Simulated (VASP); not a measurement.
# NiO (P4_2/mmc) in VASP: notebook, part 2 of 2

VASP 6.6.1. Earlier steps stand in the parts before.

### Step 3. Relaxation of shape and atoms at fixed volume, PBE (10.63 Å³/atom)

This run uses another cell than the first one, of 10.63 Å³/atom.

Contents of INCAR:

```
PREC = Accurate
ENCUT = 600
EDIFF = 1E-7
ISMEAR = 0
SIGMA = 0.1
LREAL = False
LASPH = True
NELM = 60
ALGO = Normal
ISIF = 4
LWAVE = False
LCHARG = False
GGA = PE
IBRION = 2
NSW = 50
EDIFFG = -0.01
```

Contents of KPOINTS:

```
Automatic mesh
0
Gamma
  16 16 10
```

Contents of POSCAR:

```
NiO
1.0
    2.8945380964      0.0000000000      0.0000000000
    0.0000000000      2.8945380964      0.0000000000
    0.0000000000      0.0000000000      5.0769684760
Ni O
2 2
Direct
    0.0000000000      0.5000000000      0.5000000000
    0.5000000000      0.0000000000      0.0000000000
    0.0000000000      0.0000000000      0.2500000000
    0.0000000000      0.0000000000      0.7500000000
```

Potentials or basis: VASP PAW PBE potentials, release 64 (Ni, O).

Run with:

```bash
$ cat potpaw_PBE.64/Ni/POTCAR potpaw_PBE.64/O/POTCAR > POTCAR
$ mpirun -np 1 vasp_std > vasp.out
```

OUTCAR:

```text
PREC = Accurate
   ENCUT = 600
   EDIFF = 1E-7
   ISMEAR = 0
   LREAL = False
   LASPH = True
   NELM = 60
   ISIF = 4
   GGA = PE
   IBRION = 2
   NSW = 50
   EDIFFG = -0.01

 ion  position               nearest neighbor table
   1  0.000  0.500  0.500-   3 1.92   4 1.92   3 1.92   4 1.92
   2  0.500  0.000  0.000-   3 1.92   4 1.92   3 1.92   4 1.92
   3  0.000  0.000  0.250-   1 1.92   2 1.92   1 1.92   2 1.92
   4  0.000  0.000  0.750-   1 1.92   2 1.92   1 1.92   2 1.92

  LATTYP: Found a simple tetragonal cell.
 ALAT       =     2.8945380964
 C/A-ratio  =     1.7539822614

  Lattice vectors:

 A1 = (   2.8945380964,   0.0000000000,   0.0000000000)
 A2 = (   0.0000000000,   2.8945380964,   0.0000000000)
 A3 = (   0.0000000000,   0.0000000000,   5.0769684760)

Analysis of symmetry for initial positions (statically):
=====================================================================
 Subroutine PRICEL returns:
 Original cell was already a primitive cell.

 Routine SETGRP: Setting up the symmetry group for a
 simple tetragonal supercell.

 Subroutine GETGRP returns: Found 16 space group operations
 (whereof  8 operations were pure point group operations)
 out of a pool of 16 trial point group operations.

The static configuration has the point symmetry D_2h.
 The point group associated with its full space group is D_4h.

Analysis of symmetry for dynamics (positions and initial velocities):
=====================================================================
 Subroutine PRICEL returns:
 Original cell was already a primitive cell.

 Routine SETGRP: Setting up the symmetry group for a
 simple tetragonal supercell.

 Subroutine GETGRP returns: Found 16 space group operations
 (whereof  8 operations were pure point group operations)
 out of a pool of 16 trial point group operations.

[... 129 lines left out ...]
   LORBIT       =      0    0 simple, 1 ext, 2 COOP (PROOUT), +10 PAW based schemes
   GGA     = PE    functional components
   LHFCALC =     F    Hartree Fock is set to
   AEXX    =    0.0000 exact exchange contribution
   IVDW    =     0    specifies the selected vdW correction
   LEPSILON=     F    determine dielectric tensor
   LRPA    =     F    only Hartree local field effects (RPA)
 conjugate gradient relaxation of ions
 non-spin polarized calculation
 Gauss-broadening in eV      SIGMA  =   0.10
  energy-cutoff  :      600.00
  volume of cell :       42.54
 maximum number of plane-waves:      1460
 NGX is ok and might be reduce to    24
   NGX = 11   NGY = 11   NGZ = 21

--------------------------------------- Ionic step        1  -------------------------------------------

 number of electron      32.0000021 magnetization

 Free energy of the ion-electron system (eV)
  ---------------------------------------------------
  ext. energy  EPLUGINS =         0.00000000
  ---------------------------------------------------
  free energy    TOTEN  =       -24.20996813 eV

  energy without entropy =      -24.19889949  energy(sigma->0) =      -24.20443381

------------------------ aborting loop because EDIFF is reached ----------------------------------------

  FORCE on cell =-STRESS in cart. coord.  units (eV):
  Direction    XX          YY          ZZ          XY          YZ          ZX
  --------------------------------------------------------------------------------------
  -------------------------------------------------------------------------------------
  Total       -2.3307550     -2.3307550     -2.6871514     -0.0000000      0.0000000      0.0000000
  in kB      -87.7898298    -87.7898298   -101.2137970     -0.0000000      0.0000000      0.0000000
  external PRESSURE =     -92.2644856 kB  Pullay stress =       0.0000000 kB
[... 101 lines left out ...]
--------------------------------------- Ionic step        4  -------------------------------------------

 number of electron      32.0000020 magnetization

 Free energy of the ion-electron system (eV)
  ---------------------------------------------------
  ext. energy  EPLUGINS =         0.00000000
  ---------------------------------------------------
  free energy    TOTEN  =       -24.21078646 eV

  energy without entropy =      -24.19989425  energy(sigma->0) =      -24.20534036

 E-fermi :   5.8254     XC(G=0): -11.5900

 val. band max:        5.8246367690   @ k =   0.5000   0.2500   0.1000
 cond. band min:       5.8276354709   @ k =   0.5000   0.4375   0.2000
 fundamental gap:      0.0029987019
 Fermi energy:         5.8253556361

 k-point     1 :       0.0000    0.0000    0.0000
  band No.  band energies     occupation
      1     -14.4607      2.00000
      2     -13.0540      2.00000
      3      -2.5703      2.00000
      4       0.2823      2.00000
      5       0.2823      2.00000
      6       2.0530      2.00000
[... 541 lines left out ...]
     19      10.3876      0.00000
     20      12.2556      0.00000

 [... further k-points ...]

------------------------ aborting loop because EDIFF is reached ----------------------------------------

  FORCE on cell =-STRESS in cart. coord.  units (eV):
  Direction    XX          YY          ZZ          XY          YZ          ZX
  --------------------------------------------------------------------------------------
  -------------------------------------------------------------------------------------
  Total       -2.3779356     -2.3779356     -2.3791231      0.0000000      0.0000000      0.0000000
  in kB      -89.5669267    -89.5669267    -89.6116527      0.0000000      0.0000000      0.0000000
  external PRESSURE =     -89.5818354 kB  Pullay stress =       0.0000000 kB
[... 19 lines left out ...]
  FREE ENERGIE OF THE ION-ELECTRON SYSTEM (eV)
  ---------------------------------------------------
  free  energy   TOTEN  =       -24.2107864623 eV

  energy  without entropy=      -24.1998942509  energy(sigma->0) =      -24.20534036

 reached required accuracy - stopping structural energy minimisation
```

CONTCAR:

```text
NiO
   1.00000000000000
     2.9013330477920505    0.0000000000000000    0.0000000000000000
    -0.0000000000000000    2.9013330477920505    0.0000000000000000
     0.0000000000000000    0.0000000000000000    5.0532157000166205
  Ni              O
     2     2
Direct
     0.0000000000000000    0.5000000000000000    0.5000000000000000
     0.5000000000000000    0.0000000000000000    0.0000000000000000
     0.0000000000000000    0.0000000000000000    0.2500000000000000
     0.0000000000000000    0.0000000000000000    0.7500000000000000

  0.00000000E+00  0.00000000E+00  0.00000000E+00
  0.00000000E+00  0.00000000E+00  0.00000000E+00
  0.00000000E+00  0.00000000E+00  0.00000000E+00
  0.00000000E+00  0.00000000E+00  0.00000000E+00
```

It took 4.8 min on 1 thread of Intel Xeon Platinum 8559C (Emerald Rapids), shared host; peak memory 0.37 GiB.

What came out:

- Free energy: -24.2108 eV
- Energy gained by relaxing: 0.2 meV/atom
- Ionic steps: 4
- Pressure after relaxing: -9.0 GPa
- Band gap on the k mesh: zero (bands 16 and 17 overlap by 0.36 eV)

Step by step:
```tsv
step	energy change (eV)	largest force (eV/Å)	pressure (GPa)	volume (Å³)
1	0.0000	0.0000	-9.23	42.54
2	-0.0007	0.0000	-9.06	42.54
3	-0.0008	0.0000	-8.90	42.54
4	-0.0008	0.0000	-8.96	42.54
```

Final structure:
```yaml
crystal:
  lattice:
    - [2.90133, 0.00000, 0.00000]
    - [0.00000, 2.90133, 0.00000]
    - [0.00000, 0.00000, 5.05322]
  atoms:
    - { symbol: Ni, position: [0.00000, 0.50000, 0.50000] }
    - { symbol: Ni, position: [0.50000, 0.00000, 0.00000] }
    - { symbol: O, position: [0.00000, 0.00000, 0.25000] }
    - { symbol: O, position: [0.00000, 0.00000, 0.75000] }
```

Levels at points of the mesh, in eV from the Fermi level:
```
           k point  band 13  band 14  band 15  band 16  band 17  band 18  band 19  band 20
(0.00, 0.00, 0.00)    -1.16    -1.09    -0.97    -0.93     1.46     1.46     2.49     6.48
(0.50, 0.00, 0.00)    -1.14    -0.76    -0.53    -0.13     0.91     1.15     4.39     6.69
(0.50, 0.50, 0.00)    -1.37    -1.08    -0.55     0.19     0.19     1.79     2.55     8.11
(0.00, 0.00, 0.50)    -1.03    -1.03    -0.49    -0.49     0.82     0.82     4.32     4.32
(0.50, 0.00, 0.50)    -1.40    -1.03    -0.84    -0.37     0.82     1.50     4.74     6.85
(0.50, 0.50, 0.50)    -0.89    -0.89     0.01     0.01     0.36     0.36     4.68     4.68
```

Caveat: the run has no spin polarisation, though such a crystal can be magnetic; semilocal functionals often make such compounds metallic where correlation or magnetic order opens a gap, which also shifts bond lengths. Spin polarisation is off, so any magnetic state and its effect on volume and gap are missing.
